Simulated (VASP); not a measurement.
# Sn (Pm-3m) in VASP: a series of runs

The runs below take Sn through single point, relaxation of cell and atoms, with PBE.

All numbers are computed with VASP 6.6.1; they aren't measurements. Logs are shortened: lines on timing, memory, paths and dates and some standing lists are left out, and cuts for length are marked.

## (1) The cell of the first run

It takes space group Pm-3m (No. 221, cubic). Conventional cell: a = 2.883 Å, b = 2.883 Å, c = 2.883 Å, α = 90.00°, β = 90.00°, γ = 90.00°. Sn (site symmetry m-3m) has 6 Sn at 2.88 Å within 3.8 Å.

This isn't the form of Sn at room conditions, which is tetragonal (white tin).

## (2) Single point, PBE

INCAR

```
PREC = Accurate
ENCUT = 520
EDIFF = 1E-6
ISMEAR = -1
SIGMA = 0.1
LREAL = F
LASPH = T
NELM = 80
ALGO = Normal
ISIF = 2
LWAVE = F
LCHARG = T
GGA = PE
LELF = T
LVHAR = T
NBANDS = 13
```

KPOINTS

```
Automatic mesh
0
Gamma
  13 13 13
```

POSCAR

```
Sn
1.0
    2.8825953488      0.0000000000      0.0000000000
    0.0000000000      2.8825953488      0.0000000000
    0.0000000000      0.0000000000      2.8825953488
Sn
1
Direct
    0.0000000000      0.0000000000      0.0000000000
```

Potentials or basis: VASP PAW PBE potentials, release 64 (Sn_d).

The run is started by

```console
$ cat potpaw_PBE.64/Sn_d/POTCAR > POTCAR
$ mpirun -np 1 vasp_std > vasp.out
```

OUTCAR:

```text
PREC = Accurate
   ENCUT = 520
   EDIFF = 1E-6
   ISMEAR = -1
   LREAL = F
   LASPH = T
   NELM = 80
   ISIF = 2
   GGA = PE

 ion  position               nearest neighbor table
   1  0.000  0.000  0.000-

  LATTYP: Found a simple cubic cell.
 ALAT       =     2.8825953488

  Lattice vectors:

 A1 = (   2.8825953488,   0.0000000000,   0.0000000000)
 A2 = (   0.0000000000,   2.8825953488,   0.0000000000)
 A3 = (   0.0000000000,   0.0000000000,   2.8825953488)

Analysis of symmetry for initial positions (statically):
=====================================================================
 Subroutine PRICEL returns:
 Original cell was already a primitive cell.

 Routine SETGRP: Setting up the symmetry group for a
 simple cubic supercell.

 Subroutine GETGRP returns: Found 48 space group operations
 (whereof 48 operations were pure point group operations)
 out of a pool of 48 trial point group operations.

The static configuration has the point symmetry O_h .

Analysis of symmetry for dynamics (positions and initial velocities):
=====================================================================
 Subroutine PRICEL returns:
 Original cell was already a primitive cell.

 Routine SETGRP: Setting up the symmetry group for a
 simple cubic supercell.

 Subroutine GETGRP returns: Found 48 space group operations
 (whereof 48 operations were pure point group operations)
 out of a pool of 48 trial point group operations.

The dynamic configuration has the point symmetry O_h .

 Subroutine INISYM returns: Found 48 space group operations
 (whereof 48 operations are pure point group operations),
 and found     1 'primitive' translations

----------------------------------------------------------------------------------------

                                     Primitive cell

  volume of cell :      23.9525

  direct lattice vectors                    reciprocal lattice vectors
     2.882595349  0.000000000  0.000000000     0.346909600  0.000000000  0.000000000
     0.000000000  2.882595349  0.000000000     0.000000000  0.346909600  0.000000000
     0.000000000  0.000000000  2.882595349     0.000000000  0.000000000  0.346909600

  length of vectors
     2.882595349  2.882595349  2.882595349     0.346909600  0.346909600  0.346909600

  position of ions in fractional coordinates (direct lattice)
     0.000000000  0.000000000  0.000000000

  ion indices of the primitive-cell ions
   primitive index   ion index
                 1           1

----------------------------------------------------------------------------------------

 KPOINTS: Automatic mesh

Automatic generation of k-mesh.
 Grid dimensions read from file:
 generate k-points for:   13   13   13

 Generating k-lattice:

  Cartesian coordinates                     Fractional coordinates (reciprocal lattice)
     0.026685354  0.000000000  0.000000000     0.076923077  0.000000000  0.000000000
     0.000000000  0.026685354  0.000000000     0.000000000  0.076923077  0.000000000
     0.000000000  0.000000000  0.026685354     0.000000000  0.000000000  0.076923077

  Length of vectors
     0.026685354  0.026685354  0.026685354

  Shift w.r.t. Gamma in fractional coordinates (k-lattice)
     0.000000000  0.000000000  0.000000000

 Subroutine IBZKPT returns following result:
 ===========================================

 Found     84 irreducible k-points:

 Following reciprocal coordinates:
            Coordinates               Weight
  0.000000  0.000000  0.000000      1.000000
  0.076923  0.000000  0.000000      6.000000
  0.153846  0.000000  0.000000      6.000000
  0.230769  0.000000  0.000000      6.000000
  0.307692  0.000000  0.000000      6.000000
  0.384615  0.000000  0.000000      6.000000
[... 16 lines left out ...]
  0.307692  0.307692  0.000000     12.000000
  0.384615  0.307692  0.000000     24.000000
 [... further k-points ...]
   k-points           NKPTS =     84   k-points in BZ     NKDIM =     84   number of bands    NBANDS=     13
   number of dos      NEDOS =    301   number of ions     NIONS =      1
   total plane-waves  NPLWV =  13824
   dimension x,y,z NGX =    24 NGY =   24 NGZ =   24
   dimension x,y,z NGXF=    48 NGYF=   48 NGZF=   48
   ions per type =               1
   NGX,Y,Z   is equivalent  to a cutoff of  13.84, 13.84, 13.84 a.u.
   NGXF,Y,Z  is equivalent  to a cutoff of  27.68, 27.68, 27.68 a.u.
 SYSTEM =  unknown system
   PREC   = accura    normal or accurate (medium, high low for compatibility)
   ISTART =      0    job   : 0-new  1-cont  2-samecut
   ICHARG =      2    charge: 1-file 2-atom 10-const
   ISPIN  =      1    spin polarized calculation?
   LNONCOLLINEAR =      F non collinear calculations
   LSORBIT =      F    spin-orbit coupling
   LASPH  =      T    aspherical Exc in radial PAW
   ENCUT  =  520.0 eV  38.22 Ry    6.18 a.u.   5.36  5.36  5.36*2*pi/ulx,y,z
   NELM   =     80;   NELMIN=  2; NELMDL= -5     # of ELM steps
   EDIFF  = 0.1E-05   stopping-criterion for ELM
   LREAL  =      F    real-space projection
   EDIFFG = 0.1E-04   stopping-criterion for IOM
   NSW    =      0    number of steps for IOM
   IBRION =     -1    ionic relax: 0-MD 1-quasi-New 2-CG
   NFREE  =      0    steps in history (QN), initial steepest desc. (CG)
   ISIF   =      2    stress and relaxation
   ISYM   =      2    0-nonsym 1-usesym 2-fastsym
   POTIM  = 0.5000    time-step for ionic-motion
   TEBEG  =    0.0;   TEEND  =   0.0 temperature during run
   PSTRESS=    0.0 pullay stress
   NELECT =      14.0000    total number of electrons
   NUPDOWN=      -1.0000    fix difference up-down
   EMIN   =  10.00;   EMAX   =-10.00  energy-range for DOS
   EFERMI =   0.00;   METHOD = LEGACY
   ISMEAR =    -1;   SIGMA  =   0.10  broadening in eV -4-tet -1-fermi 0-gaus
   EFERMI_NEDOS =   21; number of points for ismear=-14 and -15
   IALGO  =     38    algorithm
   IMIX   =      4    mixing-type and parameters
     AMIX     =   0.40;   BMIX     =  1.00
     AMIX_MAG =   1.60;   BMIX_MAG =  1.00
  volume/ion in A,a.u.               =      23.95       161.64
  Fermi-wavevector in a.u.,A,eV,Ry     =   1.368781  2.586620 25.491334  1.873560
  Thomas-Fermi vector in A             =   2.494714
   LORBIT       =      0    0 simple, 1 ext, 2 COOP (PROOUT), +10 PAW based schemes
   GGA     = PE    functional components
   LHFCALC =     F    Hartree Fock is set to
   AEXX    =    0.0000 exact exchange contribution
   IVDW    =     0    specifies the selected vdW correction
   LEPSILON=     F    determine dielectric tensor
   LRPA    =     F    only Hartree local field effects (RPA)
 non-spin polarized calculation
  energy-cutoff  :      520.00
  volume of cell :       23.95
 maximum number of plane-waves:       660
 NGX is ok and might be reduce to    24
   NGX = 11   NGY = 11   NGZ = 11

 number of electron      14.0000005 magnetization

 Free energy of the ion-electron system (eV)
  ---------------------------------------------------
  ext. energy  EPLUGINS =         0.00000000
  ---------------------------------------------------
  free energy    TOTEN  =        -3.56349685 eV

  energy without entropy =       -3.54913330  energy(sigma->0) =       -3.55631508

 E-fermi :   9.6147     XC(G=0): -10.8570

 val. band max:        9.5617783913   @ k =   0.2308   0.0000   0.0000
 cond. band min:       9.6512585003   @ k =   0.4615   0.3846   0.2308
 fundamental gap:      0.0894801090
 Fermi energy:         9.6147180655

 k-point     1 :       0.0000    0.0000    0.0000
  band No.  band energies     occupation
      1     -12.4030      2.00000
      2     -12.4030      2.00000
      3     -11.7436      2.00000
      4     -11.7436      2.00000
      5     -11.7436      2.00000
      6      -2.6252      2.00000
      7      15.6061      0.00000
      8      15.6061      0.00000
      9      15.6061      0.00000
     10      19.0103      0.00000
     11      19.0103      0.00000
     12      21.0495      0.00000
     13      30.7748      0.00000

 k-point     2 :       0.0769    0.0000    0.0000
  band No.  band energies     occupation
      1     -12.4010      2.00000
      2     -12.3747      2.00000
      3     -11.7539      2.00000
      4     -11.7539      2.00000
      5     -11.7428      2.00000
      6      -2.5138      2.00000
      7      14.1851      0.00000
      8      15.7323      0.00000
      9      15.7323      0.00000
     10      19.0802      0.00000
     11      19.8753      0.00000
     12      21.8148      0.00000
     13      29.9724      0.00000

 k-point     3 :       0.1538    0.0000    0.0000
  band No.  band energies     occupation
      1     -12.3952      2.00000
      2     -12.2960      2.00000
      3     -11.7821      2.00000
      4     -11.7821      2.00000
      5     -11.7405      2.00000
      6      -2.1785      2.00000
      7      11.8697      0.00000
      8      16.1029      0.00000
      9      16.1029      0.00000
     10      19.2909      0.00000
     11      20.4092      0.00000
     12      24.2168      0.00000
     13      28.4068      0.00000
[... 305 lines left out ...]
 k-point    23 :       0.3077    0.3077    0.0000
  band No.  band energies     occupation
      1     -12.2136      2.00000
      2     -12.0205      2.00000
      3     -11.8519      2.00000
      4     -11.8480      2.00000
      5     -11.8447      2.00000
      6       0.9224      2.00000
      7       8.5340      1.99996
      8       9.7480      0.41725
      9      17.3109      0.00000
     10      19.3792      0.00000
     11      21.8797      0.00000
     12      25.9522      0.00000
     13      27.8116      0.00000

 k-point    24 :       0.3846    0.3077    0.0000
  band No.  band energies     occupation
      1     -12.1916      2.00000
      2     -12.0653      2.00000
      3     -11.8833      2.00000
      4     -11.8460      2.00000
      5     -11.7528      2.00000
      6       1.8716      2.00000
      7       7.1000      2.00000
      8      10.0974      0.01590
      9      15.7369      0.00000
     10      20.2491      0.00000
     11      22.5026      0.00000
     12      25.2307      0.00000
     13      26.5519      0.00000

 [... further k-points ...]
[... 5 lines left out ...]
  --------------------------------------------------------------------------------------
  -------------------------------------------------------------------------------------
  Total        2.3732365      2.3732365      2.3732365     -0.0000000     -0.0000000      0.0000000
  in kB      158.7451845    158.7451845    158.7451845     -0.0000000     -0.0000000      0.0000000
  external PRESSURE =     158.7451845 kB  Pullay stress =       0.0000000 kB

 VOLUME and BASIS-vectors are now :
 -----------------------------------------------------------------------------
  energy-cutoff  :      520.00
  volume of cell :       23.95
      direct lattice vectors                 reciprocal lattice vectors
     2.882595349  0.000000000  0.000000000     0.346909600  0.000000000  0.000000000
     0.000000000  2.882595349  0.000000000     0.000000000  0.346909600  0.000000000
     0.000000000  0.000000000  2.882595349     0.000000000  0.000000000  0.346909600

 POSITION                                       TOTAL-FORCE (eV/Angst)
 -----------------------------------------------------------------------------------
      0.00000      0.00000      0.00000         0.000000      0.000000      0.000000
 -----------------------------------------------------------------------------------
    total drift:                                0.000000     -0.000000      0.000000

  FREE ENERGIE OF THE ION-ELECTRON SYSTEM (eV)
  ---------------------------------------------------
  free  energy   TOTEN  =        -3.5634968545 eV

  energy  without entropy=       -3.5491333036  energy(sigma->0) =       -3.55631508
```

Run time: 14 s. Hardware: 1 thread of Intel Xeon 8259CL, shared host; peak memory 0.15 GiB.

Results:

```
Free energy            : -3.5635 eV
Pressure               : 15.9 GPa
Band gap on the k mesh : zero (bands 7 and 8 overlap by 8.32 eV)
```

Caveat: the cell stands under pressure; spin-orbit coupling is left out, which moves the levels of the heavy elements.

## (3) Relaxation of cell and atoms, PBE, target pressure 16 GPa, at which the enthalpy is minimised

This run uses another cell than the first one, of 23.63 Å³/atom.

INCAR

```
PREC = Accurate ; ENCUT = 600
EDIFF = 1E-6 ; ISMEAR = -1
SIGMA = 0.1 ; LREAL = False
LASPH = True ; NELM = 100
ALGO = Normal ; ISIF = 3
LWAVE = False ; LCHARG = False
GGA = PE ; IBRION = 2
NSW = 60 ; EDIFFG = -0.005
PSTRESS = 160.0
```

KPOINTS is that of step 2.

POSCAR

```
Sn
1.0
    2.8697467985      0.0000000000      0.0000000000
    0.0000000000      2.8697467985      0.0000000000
    0.0000000000      0.0000000000      2.8697467985
Sn
1
Direct
    0.0000000000      0.0000000000      0.0000000000
```

Potentials or basis: VASP PAW PBE potentials, release 64 (Sn_d).

The run is started by

```console
$ cat potpaw_PBE.64/Sn_d/POTCAR > POTCAR
$ mpirun -np 1 vasp_std > vasp.out
```

Run time: 61 s. Hardware: 1 thread of Intel Xeon 8259CL, shared host; peak memory 0.16 GiB.

Results (log left out):

| Property | Result |
| --- | --- |
| Free energy | -3.5630 eV |
| Relaxed volume | 23.95 Å³/atom |
| Relaxed cell | a = 2.882 Å, b = 2.882 Å, c = 2.882 Å, α = 90.00°, β = 90.00°, γ = 90.00° |
| Space group after relaxing (to 0.1 Å) | Pm-3m (No. 221) |
| Energy change on relaxing (the run minimises the enthalpy) | -32.9 meV/atom |
| Ionic steps | 3 |
| Pressure after relaxing | 16.0 GPa |
| Band gap on the k mesh | zero (bands 7 and 8 overlap by 8.32 eV) |

Step by step:
| step | energy change (eV) | largest force (eV/Å) | pressure (GPa) | volume (Å³) |
| --- | --- | --- | --- | --- |
| 1 | 0.0000 | 0.0000 | 17.53 | 23.63 |
| 2 | -0.0762 | 0.0000 | 13.89 | 24.41 |
| 3 | -0.0329 | 0.0000 | 15.98 | 23.95 |

Final structure:
```yaml
crystal:
  lattice:
    - [2.88239, 0.00000, 0.00000]
    - [0.00000, 2.88239, 0.00000]
    - [0.00000, 0.00000, 2.88239]
  atoms:
    - { symbol: Sn, position: [0.00000, 0.00000, 0.00000] }
```

Levels at points of the mesh, in eV from the Fermi level:
| k point | band 3 | band 4 | band 5 | band 6 | band 7 | band 8 | band 9 | band 10 | band 11 |
| --- | --- | --- | --- | --- | --- | --- | --- | --- | --- |
| (0.00, 0.00, 0.00) | -21.36 | -21.36 | -21.36 | -12.24 | 5.99 | 5.99 | 5.99 | 9.40 | 9.40 |

Caveat: the cell is relaxed towards a set pressure, so the run minimises the enthalpy, not the energy; spin-orbit coupling is left out, which moves the levels of the heavy elements.

[end of part 1 of 2]
